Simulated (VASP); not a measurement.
Set up this calculation in VASP 6.6.1, as the native input.

* Task: single point
* Functional: PBE
* Potentials or basis: VASP PAW PBE potentials, release 64 (Ni)
* Cutoff: 520 eV
* k mesh: 17 × 17 × 10
* Occupations: fermi-dirac, width 0.08 eV
* Spin: collinear spin, ferromagnetic start
* Starting moments: [1.0, 1.0] μB
* Dipole correction: no
* Further INCAR settings: ALGO = Normal; EDIFF = 1e-06; NBANDS = 21

The structure of Ni lies in POSCAR:

```
Ni
1.0
    2.3480368382      0.0000000000      0.0000000000
   -1.1740184191      2.0334595510      0.0000000000
    0.0000000000      0.0000000000      3.8493868447
Ni
2
Direct
    0.3333333333      0.6666666667      0.2500000000
    0.6666666667      0.3333333333      0.7500000000
```

This cell differs from its parent crystal: volume scaled by 0.84.

One way to write it, as run:

INCAR

```
SYSTEM = Ni
  PREC = Accurate
  ENCUT = 520
  EDIFF = 1E-6
  ISMEAR = -1
  SIGMA = 0.08
  LREAL = .False.
  LASPH = .True.
  NELM = 150
  ALGO = Normal
  ISIF = 2
  LWAVE = .False.
  LCHARG = .False.
  ISPIN = 2
  MAGMOM = 1 1
  LORBIT = 11
  LMAXMIX = 4
  GGA = PE
  NBANDS = 21
```

KPOINTS

```
Automatic mesh
0
Gamma
  17 17 10
  0 0 0
```

Potentials or basis: VASP PAW PBE potentials, release 64 (Ni).

Run with:

```bash
$ cat potpaw_PBE.64/Ni/POTCAR > POTCAR
$ mpirun -np 1 vasp_std > vasp.out
```

Results of the run:

* Pressure: 51.2 GPa
* Net moment: 1.15 μB per cell
* Site moments: Ni +0.57 μB
* Valence electrons inside the program's atomic spheres: Ni 9.67

Wall time 79 s on 1 thread of Intel Xeon 6975P-C, with other jobs on the host, peak memory 0.22 GiB.
